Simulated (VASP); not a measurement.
Set up this calculation in VASP 6.6.1, as the native input.

```yaml
Task: relaxation of cell and atoms
Functional: PBEsol
Potentials_or_basis: VASP PAW PBE potentials, release 64 (Bi_d, Te)
Cutoff: 600 eV
k_mesh: 7 × 7 × 7
Occupations: gaussian, width 0.03 eV
Spin: no spin polarisation
Further_INCAR_settings: ALGO = Normal; EDIFF = 1e-07; IBRION = 2; EDIFFG = -0.005; NSW = 90; ISIF = 3
```

The structure of Bi2Te3 lies in POSCAR:

```
Bi2Te3                                  
1.0
    2.1913939420      1.2652018823     10.0838518317
   -2.1913939420      1.2652018823     10.0838518317
    0.0000000000     -2.5304037647     10.0838518317
  Bi              Te            
     2     3
Direct
     0.3999745827345502    0.3999745827345502    0.3999745827345502
     0.6000254172654499    0.6000254172654499    0.6000254172654499
     0.0000000000000000    0.0000000000000000    0.0000000000000000
     0.2096369416903477    0.2096369416903477    0.2096369416903477
     0.7903630583096523    0.7903630583096523    0.7903630583096523
```

The input as run:

INCAR

```
SYSTEM = Bi2Te3
PREC = Accurate ; ENCUT = 600
EDIFF = 1E-7 ; ISMEAR = 0
SIGMA = 0.03 ; LREAL = .FALSE.
LASPH = .TRUE. ; NELM = 80
ALGO = Normal ; ISIF = 3
LWAVE = .FALSE. ; LCHARG = .FALSE.
GGA = PS ; IBRION = 2
NSW = 90 ; EDIFFG = -0.005
KPAR = 2
```

KPOINTS

```
Automatic mesh
0
G
  7 7 7
  0 0 0
```

Potentials or basis: VASP PAW PBE potentials, release 64 (Bi_d, Te).

Run with:

```bash
$ cat potpaw_PBE.64/Bi_d/POTCAR potpaw_PBE.64/Te/POTCAR > POTCAR
$ mpirun -np 2 vasp_std > vasp.out
```

Results of the run:

| Property | Result |
| --- | --- |
| Pressure after relaxing | 0.0 GPa |
| Largest force after relaxing | 0.003 eV/Å |
| Band gap on the k mesh | 0.20 eV |

Caveat: the relaxation stopped at its first step, so nothing moved; the PAW data sets were made with another functional, which shifts forces and pressure a little; spin-orbit coupling is left out, which moves the levels of the heavy elements; an odd mesh through Γ misses points on the zone boundary, where band edges can lie.

Wall time 11 min on 2 MPI ranks on Intel(R) Xeon(R) 6975P-C (Granite Rapids), with other jobs on the host, peak memory 1.2 GiB a rank.
